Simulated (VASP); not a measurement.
Input of a VASP 6.6.1 run:

The input INCAR:

```
SYSTEM = W
PREC = Accurate
ENCUT = 520
EDIFF = 1E-6
ISMEAR = -1
SIGMA = 0.08
LREAL = .FALSE.
LASPH = .TRUE.
NELM = 80
ALGO = Normal
ISIF = 2
LWAVE = .FALSE.
LCHARG = .FALSE.
GGA = PE
NBANDS = 13
```

Contents of KPOINTS:

```
regular mesh
0
G
  18 18 16
  0 0 0
```

The input POSCAR:

```
W
1.0
    2.7427625359      0.0000000000      0.0000000000
   -1.3713812679      2.3753020326      0.0000000000
    0.0000000000      0.0000000000      2.5527696551
W
1
Direct
    0.0000000000      0.0000000000      0.0000000000
```

Potentials or basis: VASP PAW PBE potentials, release 64 (W_sv).

Command:

```bash
$ cat potpaw_PBE.64/W_sv/POTCAR > POTCAR
$ mpirun -np 1 vasp_std > vasp.out
```

(1) Predict the band gap on the k mesh.

(2) Predict the pressure.

Answers

(1) zero (band 7 reaches 11.68 eV, above the bottom of band 8 at 9.78 eV).

(2) 14.1 GPa.

Caveat: spin-orbit coupling is left out, which moves the levels of the heavy elements.
